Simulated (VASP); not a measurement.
# Si6PO16 (a cell with a defect) in VASP: electric field gradients with PBE

Aim: the electric field gradients of Si6PO16 (a cell with a defect) with PBE.

Program: VASP 6.6.1. These are calculated values, not measurements. Logs are shortened: lines on timing, memory, paths and dates and some standing lists are left out, and cuts for length are marked.

## Step 1: The cell of the first run

The cell holds a defect, 23 atoms: a = 8.726 Å, b = 8.726 Å, c = 7.186 Å, α = 65.69°, β = 65.69°, γ = 48.63°.

## Step 2: Electric field gradients, PBE, collinear spin

Contents of INCAR:

```
SYSTEM = Si6PO16
ALGO = Normal
EDIFF = 1E-8
ENCUT = 520
GGA = PE
GGA_COMPAT = .FALSE.
ISIF = 2
ISMEAR = -1
ISPIN = 2
KPAR = 2
LASPH = .TRUE.
LCHARG = .FALSE.
LEFG = .TRUE.
LORBIT = 11
LREAL = .FALSE.
LWAVE = .FALSE.
MAGMOM = 0 0 0 0 0 0 0 0.07 0.01 0.8 0 0.03 0 0.03 0.75 0.01 0.75 0.04 0.01 0.01 0.01 0 0.03
NBANDS = 84
NCORE = 2
NELM = 200
NUPDOWN = 3.0
PREC = Accurate
SIGMA = 0.01
```

Contents of KPOINTS:

```
Automatic mesh
0
Gamma
  2 2 2
  0.5 0.5 0.5
```

Contents of POSCAR:

```
Si6PO16
1.0
    0.0000000000      5.0813926894      7.0944098913
    5.0813926894      0.0000000000      7.0944098913
    5.0813926894      5.0813926894      0.0000000000
Si P O
6 1 16
Direct
    0.2653560326      0.2353289369      0.4865208079
    0.7710765954      0.7353450151      0.9793904237
    0.6116509359      0.1602391203      0.6356314537
    0.3954149240      0.8478771961      0.3573277271
    0.8814631274      0.3617407133      0.8434284936
   -0.0224515467      0.0160446279      0.2589640526
    0.1122869789      0.6374819402      0.1528269034
    0.1213701859      0.2212238921      0.7150005712
    0.6200571025      0.7266280815      0.2028691426
    0.5073642443      0.3613124761      0.7346346984
    0.9611353663      0.8388701707      0.2535714387
    0.4522699908      0.2186653478      0.5129378708
    0.9806530275      0.6797065536      1.0140579710
    0.2128588061      0.9230876046      0.2552288562
    0.7478068266      0.4162058584      0.6848293776
   -0.1247647652      0.2131300983      0.0709936996
    0.3966688354      0.6993280473      0.5949963325
    0.3546638741      0.0525207817      0.3791503420
    0.8396660241      0.5664548164      0.8646920214
    0.3198437572      0.5883309593      1.0481399835
    0.8338399963      0.0920146315      0.4777158504
    0.1096754347      0.4622712203      0.3449991255
    0.6493533169      0.9660851542      0.8332662747
```

Potentials or basis: VASP PAW PBE potentials, release 64 (Si, P, O).

Run with:

```
> cat potpaw_PBE.64/Si/POTCAR potpaw_PBE.64/P/POTCAR potpaw_PBE.64/O/POTCAR > POTCAR
> mpirun -np 4 vasp_std > vasp.out
```

OUTCAR:

```text
SYSTEM = Si6PO16
   EDIFF = 1E-8
   ENCUT = 520
   GGA = PE
   ISIF = 2
   ISMEAR = -1
   ISPIN = 2
   LASPH = .TRUE.
   LORBIT = 11
   LREAL = .FALSE.
   NELM = 200
   NUPDOWN = 3.0
   PREC = Accurate

 ion  position               nearest neighbor table
   1  0.265  0.235  0.487-  18 1.62   8 1.62  12 1.62  22 1.65   5 3.06
   2  0.771  0.735  0.979-   9 1.62  23 1.62  19 1.62  13 1.66   4 3.11
   3  0.612  0.160  0.636-  21 1.62  23 1.63  12 1.64  10 1.67   6 3.08
   4  0.395  0.848  0.357-   9 1.62  18 1.64  14 1.64  17 1.66   2 3.11
   5  0.881  0.362  0.843-  16 1.62  19 1.63   8 1.64  15 1.67   1 3.06
   6  0.978  0.016  0.259-  21 1.62  16 1.62  14 1.63  11 1.66   7 3.01   3 3.08
   7  0.112  0.637  0.153-  20 1.47  22 1.59  13 1.59  11 1.60   6 3.01
   8  0.121  0.221  0.715-   1 1.62   5 1.64
   9  0.620  0.727  0.203-   2 1.62   4 1.62
  10  0.507  0.361  0.735-   3 1.67
  11  0.961  0.839  0.254-   7 1.60   6 1.66
  12  0.452  0.219  0.513-   1 1.62   3 1.64
  13  0.981  0.680  0.014-   7 1.59   2 1.66
  14  0.213  0.923  0.255-   6 1.63   4 1.64
  15  0.748  0.416  0.685-   5 1.67
  16  0.875  0.213  0.071-   6 1.62   5 1.62
  17  0.397  0.699  0.595-   4 1.66
  18  0.355  0.053  0.379-   1 1.62   4 1.64
  19  0.840  0.566  0.865-   2 1.62   5 1.63
  20  0.320  0.588  0.048-   7 1.47
  21  0.834  0.092  0.478-   6 1.62   3 1.62
  22  0.110  0.462  0.345-   7 1.59   1 1.65
  23  0.649  0.966  0.833-   2 1.62   3 1.63

  LATTYP: Found a body centered tetragonal cell.
 ALAT       =     7.1861744571
 C/A-ratio  =     1.9744608021

  Lattice vectors:

 A1 = (  -5.0813926894,   0.0000000000,   7.0944098913)
 A2 = (   5.0813926894,   0.0000000000,   7.0944098913)
 A3 = (   0.0000000000,   5.0813926894,  -7.0944098913)

Analysis of symmetry for initial positions (statically):
=====================================================================
 Subroutine PRICEL returns:
 Original cell was already a primitive cell.

 Routine SETGRP: Setting up the symmetry group for a
 body centered tetragonal supercell.

 Subroutine GETGRP returns: Found  1 space group operations
 (whereof  1 operations were pure point group operations)
 out of a pool of 16 trial point group operations.

The static configuration has the point symmetry C_1 .

Analysis of symmetry for dynamics (positions and initial velocities):
=====================================================================
 Subroutine PRICEL returns:
 Original cell was already a primitive cell.

 Routine SETGRP: Setting up the symmetry group for a
 body centered tetragonal supercell.

 Subroutine GETGRP returns: Found  1 space group operations
 (whereof  1 operations were pure point group operations)
 out of a pool of 16 trial point group operations.

The dynamic configuration has the point symmetry C_1 .

Analysis of structural, dynamic, and magnetic symmetry:
=====================================================================
 Subroutine PRICEL returns:
 Original cell was already a primitive cell.

 Routine SETGRP: Setting up the symmetry group for a
 body centered tetragonal supercell.

 Subroutine GETGRP returns: Found  1 space group operations
 (whereof  1 operations were pure point group operations)
 out of a pool of 16 trial point group operations.

The overall configuration has the point symmetry C_1 .

 Subroutine INISYM returns: Found  1 space group operations
 (whereof  1 operations are pure point group operations),
 and found     1 'primitive' translations

----------------------------------------------------------------------------------------

                                     Primitive cell

  volume of cell :     366.3632

  direct lattice vectors                    reciprocal lattice vectors
     0.000000000  5.081392689  7.094409891    -0.098398221  0.098398221  0.070478025
[... 160 lines left out ...]
  ---------------------------------------------------
  ext. energy  EPLUGINS =         0.00000000
  ---------------------------------------------------
  free energy    TOTEN  =      -168.98763659 eV

  energy without entropy =     -168.98763659  energy(sigma->0) =     -168.98763659

 E-fermi :  -0.1833     XC(G=0):  -7.9176

 val. band max:       -0.4129500127   @ k =   0.5000  -0.2500   0.0000
 cond. band min:       0.1159698225   @ k =   0.0000   0.5000  -0.2500
 fundamental gap:      0.5289198352
 Fermi energy:        -0.1832759464

 spin component 1

 k-point     1 :       0.2500    0.2500    0.2500
  band No.  band energies     occupation
      1     -21.1797      1.00000
      2     -20.1114      1.00000
      3     -19.8768      1.00000
      4     -19.5983      1.00000
      5     -19.4714      1.00000
      6     -19.3376      1.00000
[... 1221 lines left out ...]
     73       8.1620      0.00000
     74       8.3726      0.00000
 Fermi energy:        -0.1832759464

 spin component 2

 k-point     1 :       0.2500    0.2500    0.2500
  band No.  band energies     occupation
      1     -21.1731      1.00000
      2     -20.0551      1.00000
      3     -19.8302      1.00000
      4     -19.5704      1.00000
      5     -19.3581      1.00000
      6     -19.2653      1.00000
[... 1221 lines left out ...]
     73       8.2326      0.00000
     74       8.4329      0.00000
 [bands above 74 left out]

------------------------ aborting loop because EDIFF is reached ----------------------------------------

  FORCE on cell =-STRESS in cart. coord.  units (eV):
  Direction    XX          YY          ZZ          XY          YZ          ZX
  --------------------------------------------------------------------------------------
  -------------------------------------------------------------------------------------
  Total        1.6019674     -8.0300383     -3.1715203      0.0037445     -3.0091130     -4.6522813
  in kB        7.0057151    -35.1169194    -13.8696751      0.0163755    -13.1594363    -20.3453310
  external PRESSURE =     -13.9936265 kB  Pullay stress =       0.0000000 kB

 VOLUME and BASIS-vectors are now :
 -----------------------------------------------------------------------------
  energy-cutoff  :      520.00
  volume of cell :      366.36
      direct lattice vectors                 reciprocal lattice vectors
     0.000000000  5.081392689  7.094409891    -0.098398221  0.098398221  0.070478025
     5.081392689  0.000000000  7.094409891     0.098398221 -0.098398221  0.070478025
     5.081392689  5.081392689  0.000000000     0.098398221  0.098398221 -0.070478025

 POSITION                                       TOTAL-FORCE (eV/Angst)
 -----------------------------------------------------------------------------------
      3.66800      3.82058      3.55206        -0.044191     -0.030980      0.019224
      8.71324      8.89481     10.68717        -0.020210      0.011929      0.028275
      4.04413      6.33793      5.47610        -0.046191     -0.011054      0.007105
      6.12412      3.82498      8.82042        -0.024537     -0.049036      0.086572
      6.12394      8.76485      8.81980         0.051706      0.046327      0.022001
      1.39743      6.28321      7.04896         0.020179     -0.018098     -0.022922
[... 15 lines left out ...]
      4.10206      2.31038      4.05762         0.009651     -0.052486      0.082551
      9.14321      7.53377     11.46058         0.025657      0.018017      0.006382
 -----------------------------------------------------------------------------------
    total drift:                                0.000153     -0.001151      0.000380

  FREE ENERGIE OF THE ION-ELECTRON SYSTEM (eV)
  ---------------------------------------------------
  free  energy   TOTEN  =      -168.9876365947 eV

  energy  without entropy=     -168.9876365947  energy(sigma->0) =     -168.98763659

 Electric field gradients (V/A^2)
---------------------------------------------------------------------
 ion       V_xx      V_yy      V_zz      V_xy      V_xz      V_yz
---------------------------------------------------------------------
   1      -6.885     8.222    -1.337    -5.564    -0.913    -6.655
   2      -5.025     5.496    -0.471    -4.311    -1.352     8.578
   3     -15.472     9.919     5.554     2.629    -2.497    -0.286
   4       2.956    -1.816    -1.140    -4.168    11.032     7.736
   5       4.035   -12.152     8.116   -12.634    -6.198    -0.081
   6       0.928    -8.727     7.800    -1.761     5.616     0.421
[... 15 lines left out ...]
  22     -64.640    51.180    13.459   -19.341     1.254   -85.324
  23     -42.199    46.190    -3.991   -19.877    14.027   -68.975
---------------------------------------------------------------------

 Electric field gradients after diagonalization (V/A^2)
 (convention: |V_zz| > |V_xx| > |V_yy|)
----------------------------------------------------------------------
 ion       V_xx      V_yy      V_zz     asymmetry (V_yy - V_xx)/ V_zz
----------------------------------------------------------------------
   1      -9.984    -2.737    12.720       0.570
   2      -7.703    -4.943    12.645       0.218
   3      10.253     5.768   -16.021       0.280
   4      12.405     3.293   -15.699       0.580
   5      15.215     4.196   -19.411       0.568
   6      -9.176    -1.785    10.960       0.674
[... 15 lines left out ...]
  22     -72.897   -48.168   121.064       0.204
  23     -52.299   -46.398    98.697       0.060
----------------------------------------------------------------------

           NMR quadrupolar parameters

 Cq : quadrupolar parameter    Cq=e*Q*V_zz/h
 eta: asymmetry parameters     (V_yy - V_xx)/ V_zz
 Q  : nuclear electric quadrupole moment in mb (millibarn)
----------------------------------------------------------------------
 ion       Cq(MHz)       eta       Q (mb)
----------------------------------------------------------------------
   1       0.031       0.570       1.000
   2       0.031       0.218       1.000
   3      -0.039       0.280       1.000
   4      -0.038       0.580       1.000
   5      -0.047       0.568       1.000
   6       0.027       0.674       1.000
[... 15 lines left out ...]
  22       0.293       0.204       1.000
  23       0.239       0.060       1.000
----------------------------------------------------------------------

 total charge

# of ion       s       p       d       tot
------------------------------------------
    1        0.633   0.969   0.000   1.602
    2        0.628   0.960   0.000   1.587
    3        0.645   0.967   0.000   1.612
    4        0.643   0.962   0.000   1.605
    5        0.643   0.960   0.000   1.603
    6        0.633   0.963   0.000   1.596
[... 15 lines left out ...]
   22        1.552   3.680   0.000   5.232
   23        1.544   3.686   0.000   5.230
--------------------------------------------------
tot         29.703  64.691   0.000  94.394

 magnetization (x)

# of ion       s       p       d       tot
------------------------------------------
    1       -0.001  -0.000   0.000  -0.001
    2        0.000   0.001   0.000   0.001
    3       -0.003  -0.002   0.000  -0.005
    4       -0.003  -0.003   0.000  -0.006
    5       -0.003  -0.002   0.000  -0.005
    6       -0.000  -0.000   0.000  -0.001
[... 15 lines left out ...]
   22       -0.000   0.004   0.000   0.004
   23        0.001   0.029   0.000   0.031
--------------------------------------------------
tot          0.041   2.411   0.000   2.452
```

It took 11 min on 4 MPI ranks of Intel Xeon Platinum 8488C (Sapphire Rapids), shared host; peak memory 0.68 GiB.

Results:

| Quantity | Value |
| --- | --- |
| Free energy | -168.9876 eV |
| Pressure | -1.4 GPa |
| Largest force | 0.144 eV/Å |
| Net moment | 3.00 μB per cell |
| Site moments | Si -0.00, +0.00, -0.01 (each value once); P -0.00; O +0.07, +0.01, +0.77, +0.00, +0.03, +0.72, +0.73, +0.04 (each value once) μB |
| Largest electric field gradient by atom | Si +12.7, +12.6, -16.0, -15.7, -19.4, +11.0; P -69.1; O +81.6, +94.8, -81.8, +118.1, +99.1, +133.4, +100.7, +82.7, -77.4, +97.3, +101.3, +74.4, +90.4, +121.1, +98.7 (each value once) V/Å² |
| Valence electrons inside the program's atomic spheres | Si 1.60, 1.59, 1.61 (each value once); P 2.38; O 5.22, 5.24, 4.84, 5.23, 4.86, 5.12 (each value once) |

Forces on the atoms (eV/Å):
```
Si  -0.044 -0.031  0.019
Si  -0.020  0.012  0.028
Si  -0.046 -0.011  0.007
Si  -0.025 -0.049  0.087
Si   0.052  0.046  0.022
Si   0.020 -0.018 -0.023
P   -0.018 -0.028 -0.039
O    0.014  0.023 -0.023
O   -0.005  0.002 -0.018
O    0.049 -0.021  0.068
O   -0.066  0.010 -0.011
O    0.004 -0.009 -0.004
O    0.059  0.095  0.028
O   -0.003  0.010  0.013
O   -0.005 -0.086 -0.045
O   -0.022 -0.015 -0.003
O    0.014  0.100 -0.102
O   -0.025  0.005 -0.015
O   -0.018 -0.005 -0.034
O    0.034 -0.007 -0.029
O    0.017  0.011 -0.016
O    0.010 -0.052  0.083
O    0.026  0.018  0.006
```

Electric field gradients, principal values (V/Å²):
| atom | least | middle | greatest (by size) |
| --- | --- | --- | --- |
| 1 Si | -2.737 | -9.984 | 12.720 |
| 2 Si | -4.943 | -7.703 | 12.645 |
| 3 Si | 5.768 | 10.253 | -16.021 |
| 4 Si | 3.293 | 12.405 | -15.699 |
| 5 Si | 4.196 | 15.215 | -19.411 |
| 6 Si | -1.785 | -9.176 | 10.960 |
| 7 P | 30.972 | 38.148 | -69.119 |
| 8 O | -26.145 | -55.466 | 81.611 |
| 9 O | -38.054 | -56.737 | 94.792 |
| 10 O | 24.000 | 57.809 | -81.809 |
| 11 O | -42.079 | -75.998 | 118.077 |
| 12 O | -48.428 | -50.683 | 99.111 |
| 13 O | -61.225 | -72.167 | 133.392 |
| 14 O | -42.408 | -58.274 | 100.681 |
| 15 O | -14.869 | -67.811 | 82.680 |
| 16 O | -45.690 | -54.976 | 100.665 |
| 17 O | 18.397 | 59.038 | -77.435 |
| 18 O | -39.452 | -57.846 | 97.298 |
| 19 O | -49.519 | -51.737 | 101.256 |
| 20 O | -33.054 | -41.390 | 74.444 |
| 21 O | -35.701 | -54.733 | 90.435 |
| 22 O | -48.168 | -72.897 | 121.064 |
| 23 O | -46.398 | -52.299 | 98.697 |

Caveat: the k points lie up to 0.49 Å⁻¹ apart; without QUAD_EFG the Cq values of the log hold for a quadrupole moment of 1 mb, not for the nuclei; the total moment is fixed, so each spin has its own Fermi level and the state may be an excited one.
